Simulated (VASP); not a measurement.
# Pt (Fm-3m) in VASP: further runs

Pt is run at these levels: LDA; tasks: single point.

Program: VASP 6.6.1. These are calculated values, not measurements. Logs are shortened: lines on timing, memory, paths and dates and some standing lists are left out, and cuts for length are marked.

### 1 The cell of the first run

It takes space group Fm-3m (No. 225, cubic). The conventional cell has a = 3.820 Å, b = 3.820 Å, c = 3.820 Å, α = 90.00°, β = 90.00°, γ = 90.00°. Within 3.6 Å of Pt (site symmetry m-3m) lie 12 Pt at 2.70 Å.

### 2 Single point, LDA

The input, INCAR:

```
ALGO     = Normal         # electronic algorithm
EDIFF    = 1E-6           # SCF threshold, eV
ENCUT    = 500            # plane-wave cutoff, eV
GGA_COMPAT= False        
ISIF     = 2              # what is computed and relaxed
ISMEAR   = 0              # smearing method
LASPH    = True           # aspherical terms in the spheres
LCHARG   = True           # write CHGCAR
LELF     = True           # ELF
LREAL    = False          # projectors in reciprocal space
LVHAR    = True         
LWAVE    = False          # write WAVECAR
NBANDS   = 11             # bands
NELM     = 120            # most SCF steps
PREC     = Accurate       # precision mode
SIGMA    = 0.05           # smearing width, eV
```

The input, KPOINTS:

```
k-points
0
Gamma
  9 9 9
```

The input, POSCAR:

```
Pt
1.0
    0.0000000000      1.9100955803      1.9100955803
    1.9100955803      0.0000000000      1.9100955803
    1.9100955803      1.9100955803      0.0000000000
Pt
1
Direct
    0.0000000000      0.0000000000      0.0000000000
```

Potentials or basis: VASP PAW LDA potentials, release 64 (Pt).

Run with:

```
cat potpaw_LDA.64/Pt/POTCAR > POTCAR
mpirun -np 1 vasp_std > vasp.out
```

OUTCAR:

```text
EDIFF = 1E-6
   ENCUT = 500
   ISIF = 2
   ISMEAR = 0
   LASPH = True
   LREAL = False
   NELM = 120
   PREC = Accurate

 ion  position               nearest neighbor table
   1  0.000  0.000  0.000-

  LATTYP: Found a face centered cubic cell.
 ALAT       =     3.8201911606

  Lattice vectors:

 A1 = (   0.0000000000,   1.9100955803,   1.9100955803)
 A2 = (   1.9100955803,   0.0000000000,   1.9100955803)
 A3 = (   1.9100955803,   1.9100955803,   0.0000000000)

Analysis of symmetry for initial positions (statically):
=====================================================================
 Subroutine PRICEL returns:
 Original cell was already a primitive cell.

 Routine SETGRP: Setting up the symmetry group for a
 face centered cubic supercell.

 Subroutine GETGRP returns: Found 48 space group operations
 (whereof 48 operations were pure point group operations)
 out of a pool of 48 trial point group operations.

The static configuration has the point symmetry O_h .

Analysis of symmetry for dynamics (positions and initial velocities):
=====================================================================
 Subroutine PRICEL returns:
 Original cell was already a primitive cell.

 Routine SETGRP: Setting up the symmetry group for a
 face centered cubic supercell.

 Subroutine GETGRP returns: Found 48 space group operations
 (whereof 48 operations were pure point group operations)
 out of a pool of 48 trial point group operations.

The dynamic configuration has the point symmetry O_h .

 Subroutine INISYM returns: Found 48 space group operations
 (whereof 48 operations are pure point group operations),
 and found     1 'primitive' translations

----------------------------------------------------------------------------------------

                                     Primitive cell

  volume of cell :      13.9378

  direct lattice vectors                    reciprocal lattice vectors
     0.000000000  1.910095580  1.910095580    -0.261767005  0.261767005  0.261767005
     1.910095580  0.000000000  1.910095580     0.261767005 -0.261767005  0.261767005
     1.910095580  1.910095580  0.000000000     0.261767005  0.261767005 -0.261767005

  length of vectors
     2.701283075  2.701283075  2.701283075     0.453393753  0.453393753  0.453393753

  position of ions in fractional coordinates (direct lattice)
     0.000000000  0.000000000  0.000000000

  ion indices of the primitive-cell ions
   primitive index   ion index
                 1           1

----------------------------------------------------------------------------------------

 KPOINTS: k-points

Automatic generation of k-mesh.
 Grid dimensions read from file:
 generate k-points for:    9    9    9

 Generating k-lattice:

  Cartesian coordinates                     Fractional coordinates (reciprocal lattice)
    -0.029085223  0.029085223  0.029085223     0.111111111  0.000000000  0.000000000
     0.029085223 -0.029085223  0.029085223     0.000000000  0.111111111  0.000000000
     0.029085223  0.029085223 -0.029085223     0.000000000  0.000000000  0.111111111

  Length of vectors
     0.050377084  0.050377084  0.050377084

  Shift w.r.t. Gamma in fractional coordinates (k-lattice)
     0.000000000  0.000000000  0.000000000

 Subroutine IBZKPT returns following result:
 ===========================================

 Found     35 irreducible k-points:

 Following reciprocal coordinates:
            Coordinates               Weight
  0.000000  0.000000  0.000000      1.000000
  0.111111  0.000000  0.000000      8.000000
  0.222222  0.000000  0.000000      8.000000
  0.333333  0.000000  0.000000      8.000000
  0.444444  0.000000  0.000000      8.000000
  0.111111  0.111111  0.000000      6.000000
[... 16 lines left out ...]
 -0.333333  0.333333  0.000000     12.000000
  0.444444  0.444444  0.000000      6.000000
 [... further k-points ...]
   k-points           NKPTS =     35   k-points in BZ     NKDIM =     35   number of bands    NBANDS=     11
   number of dos      NEDOS =    301   number of ions     NIONS =      1
   total plane-waves  NPLWV =   8000
   dimension x,y,z NGX =    20 NGY =   20 NGZ =   20
   dimension x,y,z NGXF=    40 NGYF=   40 NGZF=   40
   ions per type =               1
   NGX,Y,Z   is equivalent  to a cutoff of  12.31, 12.31, 12.31 a.u.
   NGXF,Y,Z  is equivalent  to a cutoff of  24.62, 24.62, 24.62 a.u.
 SYSTEM =  unknown system
   PREC   = accura    normal or accurate (medium, high low for compatibility)
   ISTART =      0    job   : 0-new  1-cont  2-samecut
   ICHARG =      2    charge: 1-file 2-atom 10-const
   ISPIN  =      1    spin polarized calculation?
   LNONCOLLINEAR =      F non collinear calculations
   LSORBIT =      F    spin-orbit coupling
   LASPH  =      T    aspherical Exc in radial PAW
   ENCUT  =  500.0 eV  36.75 Ry    6.06 a.u.   4.93  4.93  4.93*2*pi/ulx,y,z
   NELM   =    120;   NELMIN=  2; NELMDL= -5     # of ELM steps
   EDIFF  = 0.1E-05   stopping-criterion for ELM
   LREAL  =      F    real-space projection
   EDIFFG = 0.1E-04   stopping-criterion for IOM
   NSW    =      0    number of steps for IOM
   IBRION =     -1    ionic relax: 0-MD 1-quasi-New 2-CG
   NFREE  =      0    steps in history (QN), initial steepest desc. (CG)
   ISIF   =      2    stress and relaxation
   ISYM   =      2    0-nonsym 1-usesym 2-fastsym
   POTIM  = 0.5000    time-step for ionic-motion
   TEBEG  =    0.0;   TEEND  =   0.0 temperature during run
   PSTRESS=    0.0 pullay stress
   NELECT =      10.0000    total number of electrons
   NUPDOWN=      -1.0000    fix difference up-down
   EMIN   =  10.00;   EMAX   =-10.00  energy-range for DOS
   EFERMI =   0.00;   METHOD = LEGACY
   ISMEAR =     0;   SIGMA  =   0.05  broadening in eV -4-tet -1-fermi 0-gaus
   EFERMI_NEDOS =   21; number of points for ismear=-14 and -15
   IALGO  =     38    algorithm
   IMIX   =      4    mixing-type and parameters
     AMIX     =   0.40;   BMIX     =  1.00
     AMIX_MAG =   1.60;   BMIX_MAG =  1.00
  volume/ion in A,a.u.               =      13.94        94.06
  Fermi-wavevector in a.u.,A,eV,Ry     =   1.465581  2.769546 29.224318  2.147927
  Thomas-Fermi vector in A             =   2.581421
   LORBIT       =      0    0 simple, 1 ext, 2 COOP (PROOUT), +10 PAW based schemes
   GGA     = CA    functional components
   LHFCALC =     F    Hartree Fock is set to
   AEXX    =    0.0000 exact exchange contribution
   IVDW    =     0    specifies the selected vdW correction
   LEPSILON=     F    determine dielectric tensor
   LRPA    =     F    only Hartree local field effects (RPA)
 non-spin polarized calculation
 Gauss-broadening in eV      SIGMA  =   0.05
  energy-cutoff  :      500.00
  volume of cell :       13.94
 maximum number of plane-waves:       365
   NGX =  9   NGY =  9   NGZ =  9

 number of electron      10.0000000 magnetization

 number of electron       9.9999999 magnetization

 Free energy of the ion-electron system (eV)
  ---------------------------------------------------
  ext. energy  EPLUGINS =         0.00000000
  ---------------------------------------------------
  free energy    TOTEN  =        -7.48531047 eV

  energy without entropy =       -7.48418084  energy(sigma->0) =       -7.48474565

 E-fermi :  12.7869     XC(G=0): -14.1469

 val. band max:       12.7370762971   @ k =   0.4444   0.4444   0.0000
 cond. band min:      12.7986321934   @ k =   0.4444   0.1111   0.0000
 fundamental gap:      0.0615558962
 Fermi energy:        12.7869106862

 k-point     1 :       0.0000    0.0000    0.0000
  band No.  band energies     occupation
      1       1.5830      2.00000
      2       8.4140      2.00000
      3       8.4140      2.00000
      4       8.4140      2.00000
      5      10.9113      2.00000
      6      10.9113      2.00000
      7      27.0913      0.00000
      8      32.4739      0.00000
      9      32.4739      0.00000
     10      32.4739      0.00000
     11      38.2219      0.00000

 k-point     2 :       0.1111    0.0000    0.0000
  band No.  band energies     occupation
      1       2.1097      2.00000
      2       8.1818      2.00000
      3       8.6175      2.00000
      4       8.6175      2.00000
      5      10.8028      2.00000
      6      10.8028      2.00000
      7      27.9325      0.00000
      8      30.4189      0.00000
      9      33.3338      0.00000
     10      33.3338      0.00000
     11      40.2008      0.00000

 k-point     3 :       0.2222    0.0000    0.0000
  band No.  band energies     occupation
      1       3.4170      2.00000
      2       7.9402      2.00000
      3       8.8581      2.00000
      4       8.8581      2.00000
      5      10.9264      2.00000
      6      10.9264      2.00000
      7      27.2405      0.00000
      8      29.3226      0.00000
      9      35.6029      0.00000
     10      35.6029      0.00000
     11      37.1725      0.00000

 k-point     4 :       0.3333    0.0000    0.0000
  band No.  band energies     occupation
      1       4.3992      2.00000
      2       8.6399      2.00000
      3       8.6399      2.00000
      4       8.9936      2.00000
      5      11.8067      2.00000
      6      11.8067      2.00000
      7      23.6347      0.00000
      8      28.1473      0.00000
      9      34.9143      0.00000
     10      34.9143      0.00000
     11      38.4362      0.00000
[... 239 lines left out ...]
 k-point    22 :      -0.4444    0.3333    0.0000
  band No.  band energies     occupation
      1       5.5230      2.00000
      2       6.3571      2.00000
      3       9.5945      2.00000
      4      11.1890      2.00000
      5      12.8551      0.05388
      6      18.0234      0.00000
      7      19.7640      0.00000
      8      24.9648      0.00000
      9      27.5339      0.00000
     10      33.6439      0.00000
     11      39.6762      0.00000

 k-point    23 :      -0.3333    0.3333    0.0000
  band No.  band energies     occupation
      1       6.0777      2.00000
      2       7.1977      2.00000
      3       8.5210      2.00000
      4      10.5812      2.00000
      5      12.0106      2.00000
      6      17.3164      0.00000
      7      22.1274      0.00000
      8      23.1473      0.00000
      9      30.2253      0.00000
     10      32.2078      0.00000
     11      39.7673      0.00000

 k-point    24 :       0.4444    0.4444    0.0000
  band No.  band energies     occupation
      1       4.8030      2.00000
      2       5.2914      2.00000
      3      12.7371      1.84132
      4      13.0737      0.00000
      5      13.0737      0.00000
      6      13.5456      0.00000
      7      23.6016      0.00000
      8      24.7798      0.00000
      9      24.7798      0.00000
     10      33.6908      0.00000
     11      37.2895      0.00000

 [... further k-points ...]
[... 5 lines left out ...]
  --------------------------------------------------------------------------------------
  -------------------------------------------------------------------------------------
  Total        1.8279257      1.8279257      1.8279257      0.0000000     -0.0000000      0.0000000
  in kB      210.1231075    210.1231075    210.1231075      0.0000000     -0.0000000      0.0000000
  external PRESSURE =     210.1231075 kB  Pullay stress =       0.0000000 kB

 VOLUME and BASIS-vectors are now :
 -----------------------------------------------------------------------------
  energy-cutoff  :      500.00
  volume of cell :       13.94
      direct lattice vectors                 reciprocal lattice vectors
     0.000000000  1.910095580  1.910095580    -0.261767005  0.261767005  0.261767005
     1.910095580  0.000000000  1.910095580     0.261767005 -0.261767005  0.261767005
     1.910095580  1.910095580  0.000000000     0.261767005  0.261767005 -0.261767005

 POSITION                                       TOTAL-FORCE (eV/Angst)
 -----------------------------------------------------------------------------------
      0.00000      0.00000      0.00000         0.000000      0.000000     -0.000000
 -----------------------------------------------------------------------------------
    total drift:                               -0.000000      0.000000      0.000000

  FREE ENERGIE OF THE ION-ELECTRON SYSTEM (eV)
  ---------------------------------------------------
  free  energy   TOTEN  =        -7.4853104690 eV

  energy  without entropy=       -7.4841808363  energy(sigma->0) =       -7.48474565
```

Wall time 4.7 s (1 thread of Intel Xeon 6975P-C (Granite Rapids), shared host); peak memory 0.12 GiB.

What came out:

* Free energy: -7.4853 eV
* Pressure: 21.0 GPa
* Band gap on the k mesh: zero (bands 5 and 6 overlap by 2.37 eV)

Levels at points of the mesh, in eV from the Fermi level:
```csv
k point,band 2,band 3,band 4,band 5,band 6,band 7,band 8,band 9
"(0.00, 0.00, 0.00)",-4.37,-4.37,-4.37,-1.88,-1.88,14.30,19.69,19.69
```

Caveat: the cell stands under pressure; spin-orbit coupling is left out, which moves the levels of the heavy elements.

### 3 Single point, LDA

This run uses another cell than the first one, of 13.62 Å³/atom.

The input, INCAR:

```
SYSTEM = Pt
ALGO = Normal
EDIFF = 1E-6
ENCUT = 500
GGA = CA
GGA_COMPAT = .False.
ISIF = 2
ISMEAR = 0
LASPH = .True.
LCHARG = .False.
LREAL = .False.
LWAVE = .False.
NBANDS = 11
NELM = 120
PREC = Accurate
SIGMA = 0.05
```

The input, KPOINTS:

```
k-points
0
Gamma
  9 9 9
  0 0 0
```

The input, POSCAR:

```
Pt
1.0
    0.0000000000      1.8954849621      1.8954849621
    1.8954849621      0.0000000000      1.8954849621
    1.8954849621      1.8954849621      0.0000000000
Pt
1
Direct
    0.0000000000      0.0000000000      0.0000000000
```

Potentials or basis: VASP PAW LDA potentials, release 64 (Pt).

Run with:

```
cat potpaw_LDA.64/Pt/POTCAR > POTCAR
mpirun -np 1 vasp_std > vasp.out
```

Wall time 4.4 s (1 thread of Intel Xeon 6975P-C (Granite Rapids), shared host); peak memory 0.12 GiB.

The run converged. Its results:

- Free energy: -7.4336 eV
- Pressure: 31.2 GPa
- Band gap on the k mesh: zero (bands 5 and 6 overlap by 2.47 eV)

Levels at points of the mesh, in eV from the Fermi level:
```
           k point  band 2  band 3  band 4  band 5  band 6  band 7  band 8  band 9
(0.00, 0.00, 0.00)   -4.54   -4.54   -4.54   -1.95   -1.95   14.20   19.72   19.72
```

Caveat: the cell stands under pressure; spin-orbit coupling is left out, which moves the levels of the heavy elements.

### 4 Single point, LDA

This run uses another cell than the first one, of 14.73 Å³/atom.

The input, INCAR:

```
PREC = Accurate ; ENCUT = 500
EDIFF = 1E-6 ; ISMEAR = 0
SIGMA = 0.05 ; LREAL = False
LASPH = True ; NELM = 120
ALGO = Normal ; ISIF = 2
LWAVE = False ; LCHARG = True
GGA = CA ; LELF = True
LVHAR = True ; NBANDS = 11
GGA_COMPAT = False
```

The input, KPOINTS:

```
Automatic mesh
0
Gamma
  9 9 9
```

The input, POSCAR:

```
Pt
1.0
    0.0000000000      1.9458160188      1.9458160188
    1.9458160188      0.0000000000      1.9458160188
    1.9458160188      1.9458160188      0.0000000000
Pt
1
Direct
    0.0000000000      0.0000000000      0.0000000000
```

Run with:

```
cat potpaw_LDA.64/Pt/POTCAR > POTCAR
mpirun -np 1 vasp_std > vasp.out
```

It took 4.7 s on 1 thread of Intel Xeon 6975P-C (Granite Rapids), shared host; peak memory 0.12 GiB.

Results (log left out):

| Item | Value |
| --- | --- |
| Free energy | -7.5374 eV |
| Pressure | 0.8 GPa |
| Band gap on the k mesh | zero (bands 5 and 6 overlap by 2.15 eV) |

Levels at points of the mesh, in eV from the Fermi level:
| k point | band 1 | band 2 | band 3 | band 4 | band 5 | band 6 | band 7 | band 8 | band 9 | band 10 |
| --- | --- | --- | --- | --- | --- | --- | --- | --- | --- | --- |
| (0.00, 0.00, 0.00) | -10.53 | -3.99 | -3.99 | -3.99 | -1.71 | -1.71 | 14.52 | 19.58 | 19.58 | 19.58 |

Caveat: spin-orbit coupling is left out, which moves the levels of the heavy elements.

### 5 The runs side by side

```csv
cell,gap on the mesh (eV),pressure (GPa)
"a = 2.701 Å, angles 60.0°, 1 atom",none,21.0
"a = 2.681 Å, angles 60.0°, 1 atom",none,31.2
"a = 2.752 Å, angles 60.0°, 1 atom",none,0.8
```

Alike in all rows: task single point; level LDA; potentials or basis VASP PAW LDA potentials, release 64 (Pt); no spin polarisation; k mesh 9 × 9 × 9; cutoff (eV) 500; smearing gaussian 0.05 eV.

Caveats: spin-orbit coupling is left out, which moves the levels of the heavy elements; the cell stands under pressure (at least some runs).

Absolute energies hang on the potentials; compare differences alone.
